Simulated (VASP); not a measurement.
W, 1 atom in the cell. Symmetry: I4/mmm, No. 139, tetragonal system. Conventional cell: a = 2.793 Å, b = 2.793 Å, c = 4.249 Å, α = 90.00°, β = 90.00°, γ = 90.00°. W (site symmetry 4/mmm) has 12 W at 2.79 to 2.90 Å within 3.7 Å. 

| Quantity | Value |
| --- | --- |
| Program | VASP 6.6.1 |
| Task | relaxation of cell and atoms |
| Functional | r2SCAN |
| Potentials or basis | VASP PAW PBE potentials, release 64 (W_sv) |
| Cutoff | 600 eV |
| k mesh | 8 × 8 × 8 |
| Occupations | gaussian, width 0.1 eV |
| Spin | no spin polarisation |
| Dipole correction | no |
| Further INCAR settings | ALGO = Normal; EDIFF = 1e-06; IBRION = 2; EDIFFG = -0.04; NSW = 90; ISIF = 3 |

Potentials or basis: VASP PAW PBE potentials, release 64 (W_sv).

Run with:

```console
$ cat potpaw_PBE.64/W_sv/POTCAR > POTCAR
$ cp INCAR.step1 INCAR
$ mpirun -np 1 vasp_std > vasp.out
$ cp INCAR.step2 INCAR
$ mpirun -np 1 vasp_std > vasp.out
```

Hardware: 1 thread of Intel Xeon 8259CL, on a shared host.

**Question.** How long does it take, and how much memory?

**Answer.** Wall time 5.8 min on 1 thread of Intel Xeon 8259CL (shared host), peak memory 0.16 GiB. Counts: k points 59, ion steps 7.
